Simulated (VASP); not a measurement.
# SiO2 (Im-3m) in VASP: electric field gradients with PBE

Aim: the electric field gradients of SiO2 with PBE.

Everything below comes from runs of VASP 6.6.1. Logs are shortened: lines on timing, memory, paths and dates and some standing lists are left out, and cuts for length are marked.

## Step 1: The cell of the first run

Symmetry: Im-3m, No. 229, cubic system. Conventional cell: a = 9.883 Å, b = 9.883 Å, c = 9.883 Å, α = 90.00°, β = 90.00°, γ = 90.00°. Within 2.1 Å of Si (site symmetry 3m) lie 4 O at 1.59 to 1.61 Å. Within 2.1 Å of O (site symmetry -3m) lie 2 Si at 1.59 Å. Within 2.1 Å of O (site symmetry mm2) lie 2 Si at 1.61 Å.

## Step 2: Electric field gradients, PBE

The input, INCAR:

```
PREC = Accurate
ENCUT = 520
EDIFF = 1E-8
ISMEAR = -1
SIGMA = 0.02
LREAL = Auto
LASPH = True
NELM = 100
ALGO = Normal
ISIF = 2
LWAVE = False
LCHARG = False
GGA = PE
LEFG = True
NBANDS = 82
```

The input, KPOINTS:

```
regular mesh
0
Gamma
  3 3 3
```

The input, POSCAR:

```
SiO2
1.0
   -4.9414789400      4.9414789400      4.9414789400
    4.9414789400     -4.9414789400      4.9414789400
    4.9414789400      4.9414789400     -4.9414789400
Si O
8 16
Direct
    0.3138788000      0.3138788000      0.3138788000
    0.0000000000      0.3138788000      0.0000000000
    0.0000000000      0.0000000000      0.3138788000
    0.3138788000      0.0000000000      0.0000000000
    0.0000000000      0.0000000000      0.6861212000
    0.6861212000      0.0000000000      0.0000000000
    0.0000000000      0.6861212000      0.0000000000
    0.6861212000      0.6861212000      0.6861212000
    0.5000000000      0.5000000000      0.5000000000
    0.0000000000      0.5000000000      0.0000000000
    0.0000000000      0.0000000000      0.5000000000
    0.5000000000      0.0000000000      0.0000000000
    0.1888848800      0.1888848800      0.3777697600
    0.1888848800      0.3777697600      0.1888848800
    0.8111151200      0.0000000000      0.1888848800
    0.0000000000      0.8111151200      0.1888848800
    0.3777697600      0.1888848800      0.1888848800
    0.1888848800      0.8111151200      0.0000000000
    0.8111151200      0.1888848800      0.0000000000
    0.1888848800      0.0000000000      0.8111151200
    0.6222302400      0.8111151200      0.8111151200
    0.8111151200      0.6222302400      0.8111151200
    0.0000000000      0.1888848800      0.8111151200
    0.8111151200      0.8111151200      0.6222302400
```

Potentials or basis: VASP PAW PBE potentials, release 64 (Si, O).

Launch:

```
> cat potpaw_PBE.64/Si/POTCAR potpaw_PBE.64/O/POTCAR > POTCAR
> mpirun -np 1 vasp_std > vasp.out
```

OUTCAR:

```text
PREC = Accurate
   ENCUT = 520
   EDIFF = 1E-8
   ISMEAR = -1
   LREAL = Auto
   LASPH = True
   NELM = 100
   ISIF = 2
   GGA = PE

 ion  position               nearest neighbor table
   1  0.314  0.314  0.314-   9 1.59  13 1.61  14 1.61  17 1.61   3 3.10   4 3.10   2 3.10
   2  0.000  0.314  0.000-  10 1.59  19 1.61  23 1.61  14 1.61   5 3.10   6 3.10   1 3.10
   3  0.000  0.000  0.314-  11 1.59  15 1.61  16 1.61  13 1.61   6 3.10   7 3.10   1 3.10
   4  0.314  0.000  0.000-  12 1.59  18 1.61  20 1.61  17 1.61   5 3.10   7 3.10   1 3.10
   5  0.000  0.000  0.686-  11 1.59  20 1.61  23 1.61  24 1.61   4 3.10   8 3.10   2 3.10
   6  0.686  0.000  0.000-  12 1.59  15 1.61  19 1.61  21 1.61   3 3.10   8 3.10   2 3.10
   7  0.000  0.686  0.000-  10 1.59  16 1.61  18 1.61  22 1.61   4 3.10   8 3.10   3 3.10
   8  0.686  0.686  0.686-   9 1.59  21 1.61  22 1.61  24 1.61   6 3.10   7 3.10   5 3.10
   9  0.500  0.500  0.500-   1 1.59   8 1.59
  10  0.000  0.500  0.000-   2 1.59   7 1.59
  11  0.000  0.000  0.500-   3 1.59   5 1.59
  12  0.500  0.000  0.000-   4 1.59   6 1.59
  13  0.189  0.189  0.378-   1 1.61   3 1.61
  14  0.189  0.378  0.189-   1 1.61   2 1.61
[... 8 lines left out ...]
  23  0.000  0.189  0.811-   2 1.61   5 1.61
  24  0.811  0.811  0.622-   8 1.61   5 1.61

  LATTYP: Found a body centered cubic cell.
 ALAT       =     9.8829578800

  Lattice vectors:

 A1 = (  -4.9414789400,   4.9414789400,   4.9414789400)
 A2 = (   4.9414789400,  -4.9414789400,   4.9414789400)
 A3 = (   4.9414789400,   4.9414789400,  -4.9414789400)

Analysis of symmetry for initial positions (statically):
=====================================================================
 Subroutine PRICEL returns:
 Original cell was already a primitive cell.

 Routine SETGRP: Setting up the symmetry group for a
 body centered cubic supercell.

 Subroutine GETGRP returns: Found 48 space group operations
 (whereof 48 operations were pure point group operations)
 out of a pool of 48 trial point group operations.

The static configuration has the point symmetry O_h .

Analysis of symmetry for dynamics (positions and initial velocities):
[... 506 lines left out ...]

  FORCE on cell =-STRESS in cart. coord.  units (eV):
  Direction    XX          YY          ZZ          XY          YZ          ZX
  --------------------------------------------------------------------------------------
  -------------------------------------------------------------------------------------
  Total        9.7210005      9.7210005      9.7210005     -0.0000000      0.0000000     -0.0000000
  in kB       32.2693867     32.2693867     32.2693867     -0.0000000      0.0000000     -0.0000000
  external PRESSURE =      32.2693867 kB  Pullay stress =       0.0000000 kB

 VOLUME and BASIS-vectors are now :
 -----------------------------------------------------------------------------
  energy-cutoff  :      520.00
  volume of cell :      482.65
      direct lattice vectors                 reciprocal lattice vectors
    -4.941478940  4.941478940  4.941478940     0.000000000  0.101184282  0.101184282
     4.941478940 -4.941478940  4.941478940     0.101184282  0.000000000  0.101184282
     4.941478940  4.941478940 -4.941478940     0.101184282  0.101184282  0.000000000

 POSITION                                       TOTAL-FORCE (eV/Angst)
 -----------------------------------------------------------------------------------
      1.55103      1.55103      1.55103        -0.040887     -0.040887     -0.040887
      1.55103     -1.55103      1.55103        -0.040887      0.040887     -0.040887
      1.55103      1.55103     -1.55103        -0.040887     -0.040887      0.040887
     -1.55103      1.55103      1.55103         0.040887     -0.040887     -0.040887
      3.39045      3.39045     -3.39045         0.040887      0.040887     -0.040887
     -3.39045      3.39045      3.39045        -0.040887      0.040887      0.040887
[... 16 lines left out ...]
      4.94148      3.07474     -3.07474         0.000000     -0.232658      0.232658
      3.07474      3.07474      4.94148        -0.232658     -0.232658      0.000000
 -----------------------------------------------------------------------------------
    total drift:                               -0.000000     -0.000000      0.000000

  FREE ENERGIE OF THE ION-ELECTRON SYSTEM (eV)
  ---------------------------------------------------
  free  energy   TOTEN  =      -189.4698745761 eV

  energy  without entropy=     -189.4698745761  energy(sigma->0) =     -189.46987458

 Electric field gradients (V/A^2)
---------------------------------------------------------------------
 ion       V_xx      V_yy      V_zz      V_xy      V_xz      V_yz
---------------------------------------------------------------------
   1       0.000    -0.000    -0.000    -3.849    -3.849    -3.849
   2       0.000    -0.001     0.000     3.849    -3.847     3.849
   3       0.000     0.000    -0.001    -3.847     3.849     3.849
   4      -0.001     0.000     0.000     3.849     3.849    -3.847
   5       0.000     0.000    -0.001    -3.847     3.849     3.849
   6      -0.001     0.000     0.000     3.849     3.849    -3.847
[... 16 lines left out ...]
  23      89.358   -44.679   -44.679    -0.004    -0.004   -10.406
  24     -44.678   -44.678    89.357    10.400    -0.002    -0.002
---------------------------------------------------------------------

 Electric field gradients after diagonalization (V/A^2)
 (convention: |V_zz| > |V_xx| > |V_yy|)
----------------------------------------------------------------------
 ion       V_xx      V_yy      V_zz     asymmetry (V_yy - V_xx)/ V_zz
----------------------------------------------------------------------
   1       3.849     3.849    -7.697       0.000
   2       3.849     3.848    -7.697       0.000
   3       3.849     3.848    -7.697       0.000
   4       3.849     3.848    -7.697       0.000
   5       3.849     3.848    -7.697       0.000
   6       3.849     3.848    -7.697       0.000
[... 16 lines left out ...]
  23     -55.085   -34.273    89.358       0.233
  24     -55.079   -34.278    89.357       0.233
----------------------------------------------------------------------

           NMR quadrupolar parameters

 Cq : quadrupolar parameter    Cq=e*Q*V_zz/h
 eta: asymmetry parameters     (V_yy - V_xx)/ V_zz
 Q  : nuclear electric quadrupole moment in mb (millibarn)
----------------------------------------------------------------------
 ion       Cq(MHz)       eta       Q (mb)
----------------------------------------------------------------------
   1      -0.019       0.000       1.000
   2      -0.019       0.000       1.000
   3      -0.019       0.000       1.000
   4      -0.019       0.000       1.000
   5      -0.019       0.000       1.000
   6      -0.019       0.000       1.000
[... 16 lines left out ...]
  23       0.216       0.233       1.000
  24       0.216       0.233       1.000
----------------------------------------------------------------------
```

stdout:

```text
POSCAR found type information on POSCAR SiO
 POSCAR found :  2 types and      24 ions
 scaLAPACK will be used
 LDA part: xc-table for (Slater+PW92), standard interpolation
 POSCAR, INCAR and KPOINTS ok, starting setup
 FFT: planning ... GRIDC
 FFT: planning ... GRID_SOFT
 FFT: planning ... GRID
 WAVECAR not read
 entering main loop
ion   1

ion   2

ion   3

ion   4

ion   5

ion   6

ion   7

ion   8

ion   9

ion  10

ion  11

ion  12

ion  13

ion  14

ion  15

ion  16

ion  17

ion  18

ion  19

ion  20

ion  21

ion  22

ion  23

ion  24
```

Wall time 9.8 min (1 thread of Intel Xeon 8259CL, shared host); peak memory 0.57 GiB.

Results:

```
Free energy                             : -189.4699 eV
Pressure                                : 3.2 GPa
Largest force                           : 0.329 eV/Å
Band gap on the k mesh                  : 5.54 eV
Largest electric field gradient by atom : Si -7.7; O +98.7, +89.4 (each value once) V/Å²
```

Forces on the atoms (eV/Å):
```
Si  -0.041 -0.041 -0.041
Si  -0.041  0.041 -0.041
Si  -0.041 -0.041  0.041
Si   0.041 -0.041 -0.041
Si   0.041  0.041 -0.041
Si  -0.041  0.041  0.041
Si   0.041 -0.041  0.041
Si   0.041  0.041  0.041
O    0.000  0.000  0.000
O    0.000  0.000  0.000
O    0.000  0.000  0.000
O    0.000  0.000  0.000
O    0.233  0.233  0.000
O    0.233  0.000  0.233
O    0.233  0.000 -0.233
O    0.000  0.233 -0.233
O    0.000  0.233  0.233
O   -0.233  0.233  0.000
O    0.233 -0.233  0.000
O   -0.233  0.000  0.233
O    0.000 -0.233 -0.233
O   -0.233  0.000 -0.233
O    0.000 -0.233  0.233
O   -0.233 -0.233  0.000
```

Levels at points of the mesh, in eV from the valence-band top:
```csv
k point,band 60,band 61,band 62,band 63,band 64,band 65,band 66,band 67,band 68,band 69
"(0.00, 0.00, 0.00)",-1.03,-0.13,-0.13,-0.13,0.00,5.54,7.74,8.41,8.41,8.41
```

Electric field gradients, principal values (V/Å²):
| atom | least | middle | greatest (by size) |
| --- | --- | --- | --- |
| 1 Si | 3.849 | 3.849 | -7.697 |
| 2 Si | 3.848 | 3.849 | -7.697 |
| 3 Si | 3.848 | 3.849 | -7.697 |
| 4 Si | 3.848 | 3.849 | -7.697 |
| 5 Si | 3.848 | 3.849 | -7.697 |
| 6 Si | 3.848 | 3.849 | -7.697 |
| 7 Si | 3.848 | 3.849 | -7.697 |
| 8 Si | 3.849 | 3.849 | -7.697 |
| 9 O | -49.343 | -49.343 | 98.686 |
| 10 O | -49.343 | -49.357 | 98.700 |
| 11 O | -49.343 | -49.357 | 98.700 |
| 12 O | -49.343 | -49.357 | 98.700 |
| 13 O | -34.278 | -55.079 | 89.357 |
| 14 O | -34.278 | -55.079 | 89.357 |
| 15 O | -34.273 | -55.085 | 89.358 |
| 16 O | -34.273 | -55.085 | 89.358 |
| 17 O | -34.278 | -55.079 | 89.357 |
| 18 O | -34.273 | -55.085 | 89.358 |
| 19 O | -34.273 | -55.085 | 89.358 |
| 20 O | -34.273 | -55.085 | 89.358 |
| 21 O | -34.278 | -55.079 | 89.357 |
| 22 O | -34.278 | -55.079 | 89.357 |
| 23 O | -34.273 | -55.085 | 89.358 |
| 24 O | -34.278 | -55.079 | 89.357 |

Caveat: the cell stands under pressure; without QUAD_EFG the Cq values of the log hold for a quadrupole moment of 1 mb, not for the nuclei; an odd mesh through Γ misses points on the zone boundary, where band edges can lie.
